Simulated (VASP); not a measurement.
# CO (P2_13) in VASP: a series of runs

The runs below take CO through single point, with PBE.

Everything below comes from runs of VASP 6.6.1. Logs are shortened: lines on timing, memory, paths and dates and some standing lists are left out, and cuts for length are marked.

## Step 1: The cell of the first run

The structure is cubic, space group P2_13 (No. 198). The conventional cell has a = 5.630 Å, b = 5.630 Å, c = 5.630 Å, α = 90.00°, β = 90.00°, γ = 90.00°. C (site symmetry 3) has 1 O at 1.06 Å within 1.4 Å. O (site symmetry 3) has 1 C at 1.06 Å within 1.4 Å.

## Step 2: Single point, PBE

The input, INCAR:

```
PREC     = Accurate       # precision mode
ENCUT    = 520            # plane-wave cutoff, eV
EDIFF    = 1E-7           # SCF threshold, eV
ISMEAR   = -1             # smearing method
SIGMA    = 0.1            # smearing width, eV
LREAL    = F              # projectors in reciprocal space
LASPH    = T              # aspherical terms in the spheres
NELM     = 60             # most SCF steps
ALGO     = Normal         # electronic algorithm
ISIF     = 2              # what is computed and relaxed
LWAVE    = F              # write WAVECAR
LCHARG   = F              # write CHGCAR
GGA      = PE             # functional
NBANDS   = 30             # bands
```

The input, KPOINTS:

```
regular mesh
0
Gamma
  3 3 3
```

The input, POSCAR:

```
CO
1.0
    5.6300000000      0.0000000000      0.0000000000
    0.0000000000      5.6300000000      0.0000000000
    0.0000000000      0.0000000000      5.6300000000
C O
4 4
Direct
    0.9580000000      0.9580000000      0.9580000000
    0.5420000000      0.0420000000      0.4580000000
    0.4580000000      0.5420000000      0.0420000000
    0.0420000000      0.4580000000      0.5420000000
    0.0670000000      0.0670000000      0.0670000000
    0.4330000000      0.9330000000      0.5670000000
    0.5670000000      0.4330000000      0.9330000000
    0.9330000000      0.5670000000      0.4330000000
```

Potentials or basis: VASP PAW PBE potentials, release 64 (C, O).

On the command line:

```sh
$ cat potpaw_PBE.64/C/POTCAR potpaw_PBE.64/O/POTCAR > POTCAR
$ mpirun -np 1 vasp_std > vasp.out
```

OUTCAR:

```text
PREC = Accurate
   ENCUT = 520
   EDIFF = 1E-7
   ISMEAR = -1
   LREAL = F
   LASPH = T
   NELM = 60
   ISIF = 2
   GGA = PE

 ion  position               nearest neighbor table
   1  0.958  0.958  0.958-   5 1.06
   2  0.542  0.042  0.458-   6 1.06
   3  0.458  0.542  0.042-   7 1.06
   4  0.042  0.458  0.542-   8 1.06
   5  0.067  0.067  0.067-   1 1.06
   6  0.433  0.933  0.567-   2 1.06
   7  0.567  0.433  0.933-   3 1.06
   8  0.933  0.567  0.433-   4 1.06

  LATTYP: Found a simple cubic cell.
 ALAT       =     5.6300000000

  Lattice vectors:

 A1 = (   5.6300000000,   0.0000000000,   0.0000000000)
 A2 = (   0.0000000000,   5.6300000000,   0.0000000000)
 A3 = (   0.0000000000,   0.0000000000,   5.6300000000)

Analysis of symmetry for initial positions (statically):
=====================================================================
 Subroutine PRICEL returns:
 Original cell was already a primitive cell.

 Routine SETGRP: Setting up the symmetry group for a
 simple cubic supercell.

 Subroutine GETGRP returns: Found 12 space group operations
 (whereof  3 operations were pure point group operations)
 out of a pool of 48 trial point group operations.

The static configuration has the point symmetry C_3 .
 The point group associated with its full space group is T   .

Analysis of symmetry for dynamics (positions and initial velocities):
=====================================================================
 Subroutine PRICEL returns:
 Original cell was already a primitive cell.

 Routine SETGRP: Setting up the symmetry group for a
 simple cubic supercell.

 Subroutine GETGRP returns: Found 12 space group operations
 (whereof  3 operations were pure point group operations)
 out of a pool of 48 trial point group operations.

The dynamic configuration has the point symmetry C_3 .
 The point group associated with its full space group is T   .

 Subroutine INISYM returns: Found 12 space group operations
 (whereof  3 operations are pure point group operations),
 and found     1 'primitive' translations

[... 84 lines left out ...]
   NELM   =     60;   NELMIN=  2; NELMDL= -5     # of ELM steps
   EDIFF  = 0.1E-06   stopping-criterion for ELM
   LREAL  =      F    real-space projection
   EDIFFG = 0.1E-05   stopping-criterion for IOM
   NSW    =      0    number of steps for IOM
   IBRION =     -1    ionic relax: 0-MD 1-quasi-New 2-CG
   NFREE  =      0    steps in history (QN), initial steepest desc. (CG)
   ISIF   =      2    stress and relaxation
   ISYM   =      2    0-nonsym 1-usesym 2-fastsym
   POTIM  = 0.5000    time-step for ionic-motion
   TEBEG  =    0.0;   TEEND  =   0.0 temperature during run
   PSTRESS=    0.0 pullay stress
   NELECT =      40.0000    total number of electrons
   NUPDOWN=      -1.0000    fix difference up-down
   EMIN   =  10.00;   EMAX   =-10.00  energy-range for DOS
   EFERMI =   0.00;   METHOD = LEGACY
   ISMEAR =    -1;   SIGMA  =   0.10  broadening in eV -4-tet -1-fermi 0-gaus
   EFERMI_NEDOS =   21; number of points for ismear=-14 and -15
   IALGO  =     38    algorithm
   IMIX   =      4    mixing-type and parameters
     AMIX     =   0.40;   BMIX     =  1.00
     AMIX_MAG =   1.60;   BMIX_MAG =  1.00
  volume/ion in A,a.u.               =      22.31       150.53
  Fermi-wavevector in a.u.,A,eV,Ry     =   0.994458  1.879253 13.455436  0.988947
  Thomas-Fermi vector in A             =   2.126411
   LORBIT       =      0    0 simple, 1 ext, 2 COOP (PROOUT), +10 PAW based schemes
   GGA     = PE    functional components
   LHFCALC =     F    Hartree Fock is set to
   AEXX    =    0.0000 exact exchange contribution
   IVDW    =     0    specifies the selected vdW correction
   LEPSILON=     F    determine dielectric tensor
   LRPA    =     F    only Hartree local field effects (RPA)
 non-spin polarized calculation
  energy-cutoff  :      520.00
  volume of cell :      178.45
 maximum number of plane-waves:      4837
 NGX is ok and might be reduce to    42
   NGX = 21   NGY = 21   NGZ = 21

 number of electron      40.0000033 magnetization

 Free energy of the ion-electron system (eV)
  ---------------------------------------------------
  ext. energy  EPLUGINS =         0.00000000
  ---------------------------------------------------
  free energy    TOTEN  =       -57.46047285 eV

  energy without entropy =      -57.46047285  energy(sigma->0) =      -57.46047285

 E-fermi :  -2.5998     XC(G=0):  -6.4499

 val. band max:       -5.0764100840   @ k =   0.3333   0.0000   0.0000
 cond. band min:       1.3739789414   @ k =   0.3333   0.0000   0.0000
 fundamental gap:      6.4503890254
 Fermi energy:        -2.5998261064

 k-point     1 :       0.0000    0.0000    0.0000
  band No.  band energies     occupation
      1     -26.9549      2.00000
      2     -26.9127      2.00000
      3     -26.9127      2.00000
      4     -26.9127      2.00000
      5     -10.5592      2.00000
      6     -10.5592      2.00000
[... 121 lines left out ...]
     29       5.4934      0.00000
     30       5.7453      0.00000

------------------------ aborting loop because EDIFF is reached ----------------------------------------

  FORCE on cell =-STRESS in cart. coord.  units (eV):
  Direction    XX          YY          ZZ          XY          YZ          ZX
  --------------------------------------------------------------------------------------
  -------------------------------------------------------------------------------------
  Total       17.5972313     17.5972313     17.5972313     -0.0000000      0.0000000      0.0000000
  in kB      157.9900516    157.9900516    157.9900516     -0.0000000      0.0000000      0.0000000
  external PRESSURE =     157.9900516 kB  Pullay stress =       0.0000000 kB

 VOLUME and BASIS-vectors are now :
 -----------------------------------------------------------------------------
  energy-cutoff  :      520.00
  volume of cell :      178.45
      direct lattice vectors                 reciprocal lattice vectors
     5.630000000  0.000000000  0.000000000     0.177619893  0.000000000  0.000000000
     0.000000000  5.630000000  0.000000000     0.000000000  0.177619893  0.000000000
     0.000000000  0.000000000  5.630000000     0.000000000  0.000000000  0.177619893

 POSITION                                       TOTAL-FORCE (eV/Angst)
 -----------------------------------------------------------------------------------
      5.39354      5.39354      5.39354        -7.012285     -7.012285     -7.012285
      3.05146      0.23646      2.57854         7.012285      7.012285     -7.012285
      2.57854      3.05146      0.23646        -7.012285      7.012285      7.012285
      0.23646      2.57854      3.05146         7.012285     -7.012285      7.012285
      0.37721      0.37721      0.37721         7.017023      7.017023      7.017023
      2.43779      5.25279      3.19221        -7.017023     -7.017023      7.017023
      3.19221      2.43779      5.25279         7.017023     -7.017023     -7.017023
      5.25279      3.19221      2.43779        -7.017023      7.017023     -7.017023
 -----------------------------------------------------------------------------------
    total drift:                               -0.000000     -0.000000      0.000000

  FREE ENERGIE OF THE ION-ELECTRON SYSTEM (eV)
  ---------------------------------------------------
  free  energy   TOTEN  =       -57.4604728538 eV

  energy  without entropy=      -57.4604728537  energy(sigma->0) =      -57.46047285
```

OSZICAR:

```text
N       E                     dE             d eps       ncg     rms          rms(c)
DAV:   1     0.256236400227E+03    0.25624E+03   -0.18637E+04   240   0.113E+03
DAV:   2    -0.371493044826E+02   -0.29339E+03   -0.28788E+03   314   0.269E+02
DAV:   3    -0.617710311030E+02   -0.24622E+02   -0.24429E+02   284   0.830E+01
DAV:   4    -0.620676713109E+02   -0.29664E+00   -0.29628E+00   276   0.106E+01
DAV:   5    -0.620705150044E+02   -0.28437E-02   -0.28436E-02   312   0.103E+00    0.162E+01
DAV:   6    -0.582133700304E+02    0.38571E+01   -0.80229E+00   240   0.180E+01    0.834E+00
DAV:   7    -0.575398728201E+02    0.67350E+00   -0.10959E+00   296   0.621E+00    0.392E+00
DAV:   8    -0.574652127200E+02    0.74660E-01   -0.49748E-01   302   0.398E+00    0.123E+00
DAV:   9    -0.574618037222E+02    0.34090E-02   -0.67631E-02   278   0.141E+00    0.274E-01
DAV:  10    -0.574602447795E+02    0.15589E-02   -0.36612E-03   260   0.383E-01    0.101E-01
DAV:  11    -0.574604559487E+02   -0.21117E-03   -0.73729E-04   312   0.148E-01    0.295E-02
DAV:  12    -0.574604727307E+02   -0.16782E-04   -0.28929E-05   240   0.340E-02    0.104E-02
DAV:  13    -0.574604733046E+02   -0.57398E-06   -0.22365E-06   276   0.104E-02    0.442E-03
DAV:  14    -0.574604728812E+02    0.42347E-06   -0.23418E-06   278   0.832E-03    0.146E-03
DAV:  15    -0.574604728538E+02    0.27389E-07   -0.16000E-07   218   0.249E-03
   1 F= -.57460473E+02 E0= -.57460473E+02  d E =-.839851E-10
```

Wall time 16 s (1 thread of Intel Xeon 6975P-C (Granite Rapids), shared host); peak memory 0.23 GiB.

Results:

```
Free energy            : -57.4605 eV
Pressure               : 15.8 GPa
Largest force          : 12.154 eV/Å
Band gap on the k mesh : 6.45 eV, direct
```

Forces on the atoms (eV/Å):
```
C   -7.012 -7.012 -7.012
C    7.012  7.012 -7.012
C   -7.012  7.012  7.012
C    7.012 -7.012  7.012
O    7.017  7.017  7.017
O   -7.017 -7.017  7.017
O    7.017 -7.017 -7.017
O   -7.017  7.017 -7.017
```

Caveat: forces of over 1 eV/Å act on the atoms, so gaps and moduli don't describe the material at rest. A k mesh can miss the band edges.

## Step 3: Single point, PBE

The input, INCAR:

```
SYSTEM = CO
PREC     = Accurate       ! precision mode
ENCUT    = 520            ! plane-wave cutoff, eV
EDIFF    = 1E-6           ! SCF threshold, eV
ISMEAR   = -5             ! smearing method
SIGMA    = 0.1            ! smearing width, eV
LREAL    = .FALSE.        ! projectors in reciprocal space
LASPH    = .TRUE.         ! aspherical terms in the spheres
NELM     = 100            ! most SCF steps
ALGO     = Normal         ! electronic algorithm
ISIF     = 2              ! what is computed and relaxed
LWAVE    = .FALSE.        ! write WAVECAR
LCHARG   = .FALSE.        ! write CHGCAR
GGA      = PE             ! functional
NBANDS   = 30             ! bands
```

The input, KPOINTS:

```
Automatic mesh
0
Gamma
  3 3 3
  0.5 0.5 0.5
```

POSCAR is that of step 2.

Potentials or basis: VASP PAW PBE potentials, release 64 (C, O).

On the command line:

```sh
$ cat potpaw_PBE.64/C/POTCAR potpaw_PBE.64/O/POTCAR > POTCAR
$ mpirun -np 1 vasp_std > vasp.out
```

It took 14 s on 1 thread of Intel Xeon 6975P-C (Granite Rapids), shared host; peak memory 0.24 GiB.

The run converged. Its results:

- Free energy: -57.4600 eV
- Pressure: 15.8 GPa
- Largest force: 12.156 eV/Å
- Band gap on the k mesh: 6.47 eV, direct

Forces on the atoms (eV/Å):
```
C   -7.013 -7.013 -7.013
C    7.013  7.013 -7.013
C   -7.013  7.013  7.013
C    7.013 -7.013  7.013
O    7.018  7.018  7.018
O   -7.018 -7.018  7.018
O    7.018 -7.018 -7.018
O   -7.018  7.018 -7.018
```

Levels at points of the mesh, in eV from the valence-band top:
```tsv
k point	band 17	band 18	band 19	band 20	band 21	band 22	band 23	band 24
(0.50, 0.50, 0.50)	-0.31	-0.31	-0.31	-0.31	7.06	7.06	7.06	7.06
```

Caveat: forces of over 1 eV/Å act on the atoms, so gaps and moduli don't describe the material at rest.
